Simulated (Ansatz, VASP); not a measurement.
## BN: VASP beside Ansatz

```
B N
1.0
     2.50400    0.00000    0.00000
    -1.25200    2.16853    0.00000
     0.00000    0.00000    6.66000
B N
2 2
Direct
  0.33333 0.66667 0.25000
  0.66667 0.33333 0.75000
  0.66667 0.33333 0.25000
  0.33333 0.66667 0.75000
```

Alike in both runs: task relaxation of cell and atoms; functional PBE; dispersion D3(BJ); k mesh 10 × 10 × 4; no spin polarisation.

|  | VASP | Ansatz |
| --- | --- | --- |
| version | VASP 6.6.1 | Ansatz 0.2.0 |
| potentials or method | VASP PAW PBE potentials, release 64 (B, N), cutoff 600 eV | scalar-relativistic, plane waves, PAW |
| occupations | gaussian, width 0.01 eV | fixed |
| valence electrons in the cell | 16 | 16 |

|  | VASP | Ansatz | Ansatz less VASP |
| --- | --- | --- | --- |
| gap on the k mesh at the Fermi level, each at its own relaxed structure (eV) | 4.20 | 4.23 | +0.025 |
| relaxed volume (Å³/atom) | 8.92 | 9.00 | +0.083 |
| relaxed cell length with the largest relative difference (Å) | 6.558 | 6.618 | +0.0603 |
